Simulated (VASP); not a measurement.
Input of a VASP 6.6.1 run:

Contents of POSCAR:

```
Mo
1.0
    3.1504302921      0.0000000000      0.0000000000
    0.0000000000      3.1504302921      0.0000000000
    0.0000000000      0.0000000000      3.1504302921
Mo
2
Direct
    0.0000000000      0.0000000000      0.0000000000
    0.5000000000      0.5000000000      0.5000000000
```

Contents of INCAR.step1:

```
  PREC = Accurate
  ENCUT = 520
  ISMEAR = 0
  SIGMA = 0.1
  LREAL = F
  LASPH = T
  NELM = 80
  NBANDS = 21
  GGA = PE
  ALGO = Normal
  EDIFF = 1E-4
  LWAVE = T
  LCHARG = F
```

File INCAR.step2:

```
  PREC = Accurate
  ENCUT = 520
  EDIFF = 1E-6
  ISMEAR = 0
  SIGMA = 0.1
  LREAL = F
  LASPH = T
  NELM = 80
  ALGO = Normal
  ISIF = 2
  LWAVE = F
  LCHARG = F
  METAGGA = R2SCAN
  LMIXTAU = T
  NBANDS = 21
  ISTART = 1
```

File KPOINTS:

```
Automatic mesh
0
Gamma
  16 16 16
```

Potentials or basis: VASP PAW PBE potentials, release 64 (Mo_sv).

Launch:

```console
$ cat potpaw_PBE.64/Mo_sv/POTCAR > POTCAR
$ cp INCAR.step1 INCAR
$ mpirun -np 1 vasp_std > vasp.out
$ cp INCAR.step2 INCAR
$ mpirun -np 1 vasp_std > vasp.out
```

Estimate the band gap on the k mesh.

zero (bands 14 and 15 overlap by 2.25 eV).

What does it give for the pressure?

1.1 GPa.

Caveat: the PAW data sets were made with another functional, which shifts forces and pressure a little.
